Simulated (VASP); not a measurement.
# AlFe (Pm-3m) in VASP: notebook

Runs on AlFe. Level: PBE. Tasks: single point.

Program: VASP 6.6.1. These are calculated values, not measurements. Logs are shortened: lines on timing, memory, paths and dates and some standing lists are left out, and cuts for length are marked.

### 1 The cell of the first run

It takes space group Pm-3m (No. 221, cubic). Conventional cell: a = 2.910 Å, b = 2.910 Å, c = 2.910 Å, α = 90.00°, β = 90.00°, γ = 90.00°. Al (site symmetry m-3m) has 8 Fe at 2.52 Å and 6 Al at 2.91 Å within 3.3 Å. Fe (site symmetry m-3m) has 8 Al at 2.52 Å and 6 Fe at 2.91 Å within 3.3 Å.

### 2 Single point, PBE, collinear spin, ferromagnetic start

INCAR reads:

```
SYSTEM = AlFe
PREC = Accurate
ENCUT = 600
EDIFF = 1E-6
ISMEAR = -1
SIGMA = 0.1
LREAL = .False.
LASPH = .True.
NELM = 200
ALGO = Normal
ISIF = 2
LWAVE = .False.
LCHARG = .True.
ISPIN = 2
MAGMOM = 0 0.5
LORBIT = 11
NUPDOWN = 0.5
LMAXMIX = 4
GGA = PE
LELF = .True.
LVHAR = .True.
NBANDS = 16
GGA_COMPAT = .False.
```

KPOINTS reads:

```
regular mesh
0
Gamma
  11 11 11
  0 0 0
```

POSCAR reads:

```
AlFe
1.0
    2.9100000000      0.0000000000      0.0000000000
    0.0000000000      2.9100000000      0.0000000000
    0.0000000000      0.0000000000      2.9100000000
Al Fe
1 1
Direct
    0.0000000000      0.0000000000      0.0000000000
    0.5000000000      0.5000000000      0.5000000000
```

Potentials or basis: VASP PAW PBE potentials, release 64 (Al, Fe).

Started as:

```bash
cat potpaw_PBE.64/Al/POTCAR potpaw_PBE.64/Fe/POTCAR > POTCAR
mpirun -np 1 vasp_std > vasp.out
```

OUTCAR:

```text
SYSTEM = AlFe
   PREC = Accurate
   ENCUT = 600
   EDIFF = 1E-6
   ISMEAR = -1
   LREAL = .False.
   LASPH = .True.
   NELM = 200
   ISIF = 2
   ISPIN = 2
   LORBIT = 11
   NUPDOWN = 0.5
   GGA = PE

 ion  position               nearest neighbor table
   1  0.000  0.000  0.000-   2 2.52   2 2.52   2 2.52   2 2.52   2 2.52   2 2.52   2 2.52   2 2.52

   2  0.500  0.500  0.500-   1 2.52   1 2.52   1 2.52   1 2.52   1 2.52   1 2.52   1 2.52   1 2.52

  LATTYP: Found a simple cubic cell.
 ALAT       =     2.9100000000

  Lattice vectors:

 A1 = (   2.9100000000,   0.0000000000,   0.0000000000)
 A2 = (   0.0000000000,   2.9100000000,   0.0000000000)
 A3 = (   0.0000000000,   0.0000000000,   2.9100000000)

Analysis of symmetry for initial positions (statically):
=====================================================================
 Subroutine PRICEL returns:
 Original cell was already a primitive cell.

 Routine SETGRP: Setting up the symmetry group for a
 simple cubic supercell.

 Subroutine GETGRP returns: Found 48 space group operations
 (whereof 48 operations were pure point group operations)
 out of a pool of 48 trial point group operations.

The static configuration has the point symmetry O_h .

Analysis of symmetry for dynamics (positions and initial velocities):
=====================================================================
 Subroutine PRICEL returns:
 Original cell was already a primitive cell.

 Routine SETGRP: Setting up the symmetry group for a
 simple cubic supercell.

 Subroutine GETGRP returns: Found 48 space group operations
 (whereof 48 operations were pure point group operations)
 out of a pool of 48 trial point group operations.

The dynamic configuration has the point symmetry O_h .

Analysis of structural, dynamic, and magnetic symmetry:
=====================================================================
 Subroutine PRICEL returns:
 Original cell was already a primitive cell.

 Routine SETGRP: Setting up the symmetry group for a
 simple cubic supercell.

 Subroutine GETGRP returns: Found 48 space group operations
 (whereof 48 operations were pure point group operations)
 out of a pool of 48 trial point group operations.

The overall configuration has the point symmetry O_h .

 Subroutine INISYM returns: Found 48 space group operations
 (whereof 48 operations are pure point group operations),
 and found     1 'primitive' translations

----------------------------------------------------------------------------------------

                                     Primitive cell

  volume of cell :      24.6422

  direct lattice vectors                    reciprocal lattice vectors
     2.910000000  0.000000000  0.000000000     0.343642612  0.000000000  0.000000000
     0.000000000  2.910000000  0.000000000     0.000000000  0.343642612  0.000000000
     0.000000000  0.000000000  2.910000000     0.000000000  0.000000000  0.343642612

  length of vectors
     2.910000000  2.910000000  2.910000000     0.343642612  0.343642612  0.343642612

  position of ions in fractional coordinates (direct lattice)
     0.000000000  0.000000000  0.000000000
     0.500000000  0.500000000  0.500000000

  ion indices of the primitive-cell ions
   primitive index   ion index
                 1           1
                 2           2

----------------------------------------------------------------------------------------

 KPOINTS: regular mesh

Automatic generation of k-mesh.
 Grid dimensions read from file:
 generate k-points for:   11   11   11

 Generating k-lattice:

  Cartesian coordinates                     Fractional coordinates (reciprocal lattice)
     0.031240237  0.000000000  0.000000000     0.090909091  0.000000000  0.000000000
     0.000000000  0.031240237  0.000000000     0.000000000  0.090909091  0.000000000
     0.000000000  0.000000000  0.031240237     0.000000000  0.000000000  0.090909091

  Length of vectors
     0.031240237  0.031240237  0.031240237

  Shift w.r.t. Gamma in fractional coordinates (k-lattice)
     0.000000000  0.000000000  0.000000000

 Subroutine IBZKPT returns following result:
 ===========================================

 Found     56 irreducible k-points:

 Following reciprocal coordinates:
            Coordinates               Weight
  0.000000  0.000000  0.000000      1.000000
  0.090909  0.000000  0.000000      6.000000
  0.181818  0.000000  0.000000      6.000000
  0.272727  0.000000  0.000000      6.000000
  0.363636  0.000000  0.000000      6.000000
  0.454545  0.000000  0.000000      6.000000
[... 16 lines left out ...]
  0.181818  0.090909  0.090909     24.000000
  0.272727  0.090909  0.090909     24.000000
 [... further k-points ...]
   k-points           NKPTS =     56   k-points in BZ     NKDIM =     56   number of bands    NBANDS=     16
   number of dos      NEDOS =    301   number of ions     NIONS =      2
   total plane-waves  NPLWV =  13824
   dimension x,y,z NGX =    24 NGY =   24 NGZ =   24
   dimension x,y,z NGXF=    48 NGYF=   48 NGZF=   48
   ions per type =               1   1
   NGX,Y,Z   is equivalent  to a cutoff of  13.71, 13.71, 13.71 a.u.
   NGXF,Y,Z  is equivalent  to a cutoff of  27.42, 27.42, 27.42 a.u.
 SYSTEM =  AlFe
   PREC   = accura    normal or accurate (medium, high low for compatibility)
   ISTART =      0    job   : 0-new  1-cont  2-samecut
   ICHARG =      2    charge: 1-file 2-atom 10-const
   ISPIN  =      2    spin polarized calculation?
   LNONCOLLINEAR =      F non collinear calculations
   LSORBIT =      F    spin-orbit coupling
   LASPH  =      T    aspherical Exc in radial PAW
   ENCUT  =  600.0 eV  44.10 Ry    6.64 a.u.   5.81  5.81  5.81*2*pi/ulx,y,z
   NELM   =    200;   NELMIN=  2; NELMDL= -5     # of ELM steps
   EDIFF  = 0.1E-05   stopping-criterion for ELM
   LREAL  =      F    real-space projection
   EDIFFG = 0.1E-04   stopping-criterion for IOM
   NSW    =      0    number of steps for IOM
   IBRION =     -1    ionic relax: 0-MD 1-quasi-New 2-CG
   NFREE  =      0    steps in history (QN), initial steepest desc. (CG)
   ISIF   =      2    stress and relaxation
   ISYM   =      2    0-nonsym 1-usesym 2-fastsym
   POTIM  = 0.5000    time-step for ionic-motion
   TEBEG  =    0.0;   TEEND  =   0.0 temperature during run
   PSTRESS=    0.0 pullay stress
   NELECT =      11.0000    total number of electrons
   NUPDOWN=       0.5000    fix difference up-down
   EMIN   =  10.00;   EMAX   =-10.00  energy-range for DOS
   EFERMI =   0.00;   METHOD = LEGACY
   ISMEAR =    -1;   SIGMA  =   0.10  broadening in eV -4-tet -1-fermi 0-gaus
   EFERMI_NEDOS =   21; number of points for ismear=-14 and -15
   IALGO  =     38    algorithm
   IMIX   =      4    mixing-type and parameters
     AMIX     =   0.40;   BMIX     =  1.00
     AMIX_MAG =   1.60;   BMIX_MAG =  1.00
  volume/ion in A,a.u.               =      12.32        83.15
  Fermi-wavevector in a.u.,A,eV,Ry     =   1.251160  2.364349 21.298567  1.565401
  Thomas-Fermi vector in A             =   2.385120
   LORBIT       =     11    0 simple, 1 ext, 2 COOP (PROOUT), +10 PAW based schemes
   GGA     = PE    functional components
   LHFCALC =     F    Hartree Fock is set to
   AEXX    =    0.0000 exact exchange contribution
   IVDW    =     0    specifies the selected vdW correction
   LEPSILON=     F    determine dielectric tensor
   LRPA    =     F    only Hartree local field effects (RPA)
 spin polarized calculation
  energy-cutoff  :      600.00
  volume of cell :       24.64
 maximum number of plane-waves:       840
 NGX is ok and might be reduce to    24
   NGX = 11   NGY = 11   NGZ = 11

 number of electron      10.9999994 magnetization       0.5000000

 Free energy of the ion-electron system (eV)
  ---------------------------------------------------
  ext. energy  EPLUGINS =         0.00000000
  ---------------------------------------------------
  free energy    TOTEN  =       -12.65863845 eV

  energy without entropy =      -12.57091205  energy(sigma->0) =      -12.61477525

 E-fermi :   7.6512     XC(G=0): -11.9716

 val. band max:        7.6494307714   @ k =   0.3636   0.3636   0.3636
 cond. band min:       7.5540144289   @ k =   0.4545   0.4545   0.1818
 fundamental gap:     -0.0954163426
 Fermi energy:         7.5154906496

 spin component 1

 k-point     1 :       0.0000    0.0000    0.0000
  band No.  band energies     occupation
      1      -2.5574      1.00000
      2       5.3154      1.00000
      3       5.3154      1.00000
      4       7.3640      0.81983
      5       7.3640      0.81982
      6       7.3640      0.81982
[... 8 lines left out ...]
     15      28.9570      0.00000
     16      30.8790      0.00000
[... 419 lines left out ...]
 k-point    24 :       0.2727    0.0909    0.0909
  band No.  band energies     occupation
      1      -0.9442      1.00000
      2       4.8146      1.00000
      3       5.6483      1.00000
      4       6.6997      0.99971
      5       6.7444      0.99955
      6       7.2714      0.91990
[... 8 lines left out ...]
     15      27.4687      0.00000
     16      27.5320      0.00000

 [... further k-points ...]

 spin component 2

 k-point     1 :       0.0000    0.0000    0.0000
  band No.  band energies     occupation
      1      -2.5638      1.00000
      2       5.5782      1.00000
      3       5.5782      1.00000
      4       7.9771      0.03701
      5       7.9771      0.03701
      6       7.9771      0.03701
[... 8 lines left out ...]
     15      28.9785      0.00000
     16      30.8518      0.00000
[... 419 lines left out ...]
 k-point    24 :       0.2727    0.0909    0.0909
  band No.  band energies     occupation
      1      -0.9508      1.00000
      2       4.9595      1.00000
      3       5.9295      1.00000
      4       7.2349      0.98467
      5       7.2717      0.97801
      6       7.8720      0.09899
[... 8 lines left out ...]
     15      27.5032      0.00000
     16      27.5554      0.00000

 [... further k-points ...]
[... 5 lines left out ...]
  --------------------------------------------------------------------------------------
  -------------------------------------------------------------------------------------
  Total       -0.9444540     -0.9444540     -0.9444540     -0.0000000     -0.0000000      0.0000000
  in kB      -61.4062270    -61.4062270    -61.4062270     -0.0000000     -0.0000000      0.0000000
  external PRESSURE =     -61.4062270 kB  Pullay stress =       0.0000000 kB

 VOLUME and BASIS-vectors are now :
 -----------------------------------------------------------------------------
  energy-cutoff  :      600.00
  volume of cell :       24.64
      direct lattice vectors                 reciprocal lattice vectors
     2.910000000  0.000000000  0.000000000     0.343642612  0.000000000  0.000000000
     0.000000000  2.910000000  0.000000000     0.000000000  0.343642612  0.000000000
     0.000000000  0.000000000  2.910000000     0.000000000  0.000000000  0.343642612

 POSITION                                       TOTAL-FORCE (eV/Angst)
 -----------------------------------------------------------------------------------
      0.00000      0.00000      0.00000         0.000000      0.000000      0.000000
      1.45500      1.45500      1.45500         0.000000      0.000000      0.000000
 -----------------------------------------------------------------------------------
    total drift:                                0.000000     -0.000000     -0.000000

  FREE ENERGIE OF THE ION-ELECTRON SYSTEM (eV)
  ---------------------------------------------------
  free  energy   TOTEN  =       -12.6586384508 eV

  energy  without entropy=      -12.5709120468  energy(sigma->0) =      -12.61477525

 total charge

# of ion       s       p       d       tot
------------------------------------------
    1        0.395   0.420   0.000   0.815
    2        0.416   0.471   6.459   7.346
--------------------------------------------------
tot          0.812   0.891   6.459   8.161

 magnetization (x)

# of ion       s       p       d       tot
------------------------------------------
    1       -0.006  -0.013   0.000  -0.019
    2       -0.000   0.002   0.537   0.539
--------------------------------------------------
tot         -0.006  -0.011   0.537   0.520
```

It took 24 s on 1 thread of Intel Xeon Platinum 8488C (Sapphire Rapids), shared host; peak memory 0.17 GiB.

What came out:

* Free energy: -12.6586 eV
* Pressure: -6.1 GPa
* Net moment: 0.50 μB per cell
* Site moments: Al -0.02; Fe +0.54 μB
* Valence electrons inside the program's atomic spheres: Al 0.81; Fe 7.35

Caveat: the total moment is fixed, so each spin has its own Fermi level.

(Part 1 of 2 ends here.)
